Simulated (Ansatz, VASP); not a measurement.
Two plane-wave programs on BiTe

```
Bi Te
1.0
     0.00000    3.23500    3.23500
     3.23500    0.00000    3.23500
     3.23500    3.23500    0.00000
Bi Te
1 1
Direct
  0.50000 0.50000 0.50000
  0.00000 0.00000 0.00000
```

Alike in both runs: task single point; functional BLYP; dispersion D3(BJ); k mesh 6 × 6 × 6; occupations gaussian, width 0.05 eV; no spin polarisation.

|  | VASP | Ansatz |
| --- | --- | --- |
| version | VASP 6.6.1 | Ansatz 0.2.0 |
| potentials or method | VASP PAW PBE potentials, release 64 (Bi_d, Te), cutoff 520 eV | scalar-relativistic, plane waves, PAW |
| valence electrons in the cell | 21 | 31 |

VASP gave:

| Item | Value |
| --- | --- |
| gap on the k mesh at the Fermi level (eV) | none |
| pressure (GPa) | -0.7 |

Q: Estimate Ansatz's values.

A: gap on the k mesh at the Fermi level (eV): none; pressure (GPa): -0.8.

VASP's potentials were made for PBE, not for BLYP. A gap of «none» marks a metal or a gap that the smearing closes. VASP's potentials hold 21 valence electrons a cell and Ansatz's 31, so a difference there can come from the potentials and not from the codes.

Neither program's run includes spin-orbit coupling.
